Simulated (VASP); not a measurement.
# HgTe (Fm-3m) in VASP: further runs, part 2 of 2

VASP 6.6.1.

**4. Single point, PBE**

File INCAR:

```
SYSTEM = HgTe
PREC = Accurate ; ENCUT = 500
EDIFF = 1E-6 ; ISMEAR = 0
SIGMA = 0.1 ; LREAL = .FALSE.
LASPH = .TRUE. ; NELM = 120
ALGO = Normal ; ISIF = 2
LWAVE = .FALSE. ; LCHARG = .FALSE.
GGA = PE ; NBANDS = 16
GGA_COMPAT = .FALSE.
```

File KPOINTS:

```
regular mesh
0
G
  4 4 4
  0 0 0
```

File POSCAR:

```
HgTe
1.0
    0.0000000000      3.0771170000      3.0771170000
    3.0771170000      0.0000000000      3.0771170000
    3.0771170000      3.0771170000      0.0000000000
Hg Te
1 1
Direct
    0.6160000000      0.9890000000      0.1980000000
    1.1160000000      1.4890000000      0.6980000000
```

Potentials or basis: VASP PAW PBE potentials, release 64 (Hg, Te).

Started as:

```bash
> cat potpaw_PBE.64/Hg/POTCAR potpaw_PBE.64/Te/POTCAR > POTCAR
> mpirun -np 1 vasp_std > vasp.out
```

OUTCAR:

```text
SYSTEM = HgTe
   PREC = Accurate
   ENCUT = 500
   EDIFF = 1E-6
   ISMEAR = 0
   LREAL = .FALSE.
   LASPH = .TRUE.
   NELM = 120
   ISIF = 2
   GGA = PE

 ion  position               nearest neighbor table
   1  0.616  0.989  0.198-   2 3.08   2 3.08   2 3.08   2 3.08   2 3.08   2 3.08
   2  0.116  0.489  0.698-   1 3.08   1 3.08   1 3.08   1 3.08   1 3.08   1 3.08

  LATTYP: Found a face centered cubic cell.
 ALAT       =     6.1542340000

  Lattice vectors:

 A1 = (   0.0000000000,   3.0771170000,   3.0771170000)
 A2 = (   3.0771170000,   0.0000000000,   3.0771170000)
 A3 = (   3.0771170000,   3.0771170000,   0.0000000000)

Analysis of symmetry for initial positions (statically):
=====================================================================
 Subroutine PRICEL returns:
 Original cell was already a primitive cell.

 Routine SETGRP: Setting up the symmetry group for a
 face centered cubic supercell.

 Subroutine GETGRP returns: Found 48 space group operations
 (whereof  1 operations were pure point group operations)
 out of a pool of 48 trial point group operations.

The static configuration has the point symmetry C_1 .
 The point group associated with its full space group is O_h .

Analysis of symmetry for dynamics (positions and initial velocities):
=====================================================================
 Subroutine PRICEL returns:
 Original cell was already a primitive cell.

 Routine SETGRP: Setting up the symmetry group for a
 face centered cubic supercell.

 Subroutine GETGRP returns: Found 48 space group operations
 (whereof  1 operations were pure point group operations)
 out of a pool of 48 trial point group operations.

The dynamic configuration has the point symmetry C_1 .
 The point group associated with its full space group is O_h .

 Subroutine INISYM returns: Found 48 space group operations
 (whereof  1 operations are pure point group operations),
 and found     1 'primitive' translations

----------------------------------------------------------------------------------------

[... 95 lines left out ...]
     AMIX_MAG =   1.60;   BMIX_MAG =  1.00
  volume/ion in A,a.u.               =      29.14       196.62
  Fermi-wavevector in a.u.,A,eV,Ry     =   1.106653  2.091272 16.662809  1.224682
  Thomas-Fermi vector in A             =   2.243157
   LORBIT       =      0    0 simple, 1 ext, 2 COOP (PROOUT), +10 PAW based schemes
   GGA     = PE    functional components
   LHFCALC =     F    Hartree Fock is set to
   AEXX    =    0.0000 exact exchange contribution
   IVDW    =     0    specifies the selected vdW correction
   LEPSILON=     F    determine dielectric tensor
   LRPA    =     F    only Hartree local field effects (RPA)
 non-spin polarized calculation
 Gauss-broadening in eV      SIGMA  =   0.10
  energy-cutoff  :      500.00
  volume of cell :       58.27
 maximum number of plane-waves:      1480
   NGX = 15   NGY = 15   NGZ = 15

 number of electron      18.0000002 magnetization

 Free energy of the ion-electron system (eV)
  ---------------------------------------------------
  ext. energy  EPLUGINS =         0.00000000
  ---------------------------------------------------
  free energy    TOTEN  =        -3.16885353 eV

  energy without entropy =       -3.15741052  energy(sigma->0) =       -3.16313202

 E-fermi :   4.4064     XC(G=0):  -9.7261

 val. band max:        4.2222372549   @ k =  -0.2500   0.2500   0.0000
 cond. band min:       4.4249581070   @ k =   0.5000   0.0000   0.0000
 fundamental gap:      0.2027208522
 Fermi energy:         4.4063812910

 k-point     1 :       0.0000    0.0000    0.0000
  band No.  band energies     occupation
      1      -7.6579      2.00000
      2      -2.5742      2.00000
      3      -2.5742      2.00000
      4      -2.5249      2.00000
      5      -2.5249      2.00000
      6      -2.5249      2.00000
[... 129 lines left out ...]
      3      -2.5315      2.00000
      4      -2.5315      2.00000
      5      -2.3036      2.00000
      6      -1.8802      2.00000
[... 8 lines left out ...]
     15      14.5969      0.00000
     16      16.9181      0.00000

------------------------ aborting loop because EDIFF is reached ----------------------------------------

  FORCE on cell =-STRESS in cart. coord.  units (eV):
  Direction    XX          YY          ZZ          XY          YZ          ZX
  --------------------------------------------------------------------------------------
  -------------------------------------------------------------------------------------
  Total        0.3903231      0.3903231      0.3903231     -0.0000000      0.0000000     -0.0000000
  in kB       10.7318062     10.7318062     10.7318062     -0.0000000      0.0000000     -0.0000000
  external PRESSURE =      10.7318062 kB  Pullay stress =       0.0000000 kB

 VOLUME and BASIS-vectors are now :
 -----------------------------------------------------------------------------
  energy-cutoff  :      500.00
  volume of cell :       58.27
      direct lattice vectors                 reciprocal lattice vectors
     0.000000000  3.077117000  3.077117000    -0.162489759  0.162489759  0.162489759
     3.077117000  0.000000000  3.077117000     0.162489759 -0.162489759  0.162489759
     3.077117000  3.077117000  0.000000000     0.162489759  0.162489759 -0.162489759

 POSITION                                       TOTAL-FORCE (eV/Angst)
 -----------------------------------------------------------------------------------
      3.65254      2.50477      4.93877        -0.000000      0.000000      0.000000
      3.65254      2.50477      1.86166         0.000000     -0.000000     -0.000000
 -----------------------------------------------------------------------------------
    total drift:                                0.000001     -0.000004      0.000012

  FREE ENERGIE OF THE ION-ELECTRON SYSTEM (eV)
  ---------------------------------------------------
  free  energy   TOTEN  =        -3.1688535261 eV

  energy  without entropy=       -3.1574105176  energy(sigma->0) =       -3.16313202
```

Run time: 4.4 s. Hardware: 1 thread of Intel Xeon 6975P-C (Granite Rapids), shared host; peak memory 0.17 GiB.

What came out:

- Free energy: -3.1689 eV
- Pressure: 1.1 GPa
- Band gap on the k mesh: zero (bands 9 and 10 overlap by 2.42 eV)

Levels at points of the mesh, in eV from the Fermi level:
| k point | band 6 | band 7 | band 8 | band 9 | band 10 | band 11 | band 12 | band 13 |
| --- | --- | --- | --- | --- | --- | --- | --- | --- |
| (0.00, 0.00, 0.00) | -6.93 | -1.35 | -0.88 | -0.88 | -0.88 | 7.34 | 7.34 | 7.34 |
| (0.50, 0.00, 0.00) | -6.78 | -5.72 | 0.02 | 0.02 | 2.39 | 3.26 | 3.69 | 3.69 |
| (0.50, 0.50, 0.00) | -6.15 | -4.34 | -3.04 | -2.40 | -2.40 | 4.61 | 8.72 | 8.72 |

Caveat: the k points lie up to 0.44 Å⁻¹ apart, too coarse for converged energies and pressures of a metal; spin-orbit coupling is left out, which moves the levels of the heavy elements.

**5. Single point, PBE**

File INCAR:

```
ALGO = Normal
EDIFF = 1E-6
ENCUT = 500
GGA = PE
GGA_COMPAT = False
ISIF = 2
ISMEAR = 0
LASPH = True
LCHARG = False
LREAL = False
LWAVE = False
NBANDS = 16
NELECT = 20.0
NELM = 120
PREC = Accurate
SIGMA = 0.01
```

File KPOINTS:

```
k-points
0
Gamma
  4 4 4
```

File POSCAR:

```
HgTe
1.0
    0.0000000000      3.0771170000      3.0771170000
    3.0771170000      0.0000000000      3.0771170000
    3.0771170000      3.0771170000      0.0000000000
Hg Te
1 1
Direct
    0.0000000000      0.0000000000      0.0000000000
    0.5000000000      0.5000000000      0.5000000000
```

Started as:

```bash
> cat potpaw_PBE.64/Hg/POTCAR potpaw_PBE.64/Te/POTCAR > POTCAR
> mpirun -np 1 vasp_std > vasp.out
```

It took 4.7 s on 1 thread of Intel Xeon 6975P-C (Granite Rapids), shared host; peak memory 0.17 GiB.

The run converged. Its results:

- Free energy: 7.2529 eV

Levels at points of the mesh, in eV from the Fermi level:
```csv
k point,band 8,band 9,band 10,band 11,band 12,band 13
"(0.00, 0.00, 0.00)",-2.78,-2.78,-2.78,4.98,4.98,4.98
"(0.50, 0.00, 0.00)",-1.82,-1.82,-0.09,1.36,1.47,1.47
"(0.50, 0.50, 0.00)",-4.99,-4.44,-4.44,2.01,6.66,6.66
```

Caveat: the k points lie up to 0.44 Å⁻¹ apart; the cell carries a net charge on a neutralising background, which shifts energy and pressure; the cell is charged against a uniform background, so pressure and absolute levels hang on convention; spin-orbit coupling is left out, which moves the levels of the heavy elements.

The gap in the log of VASP goes by the Fermi energy; the results here count the filled bands.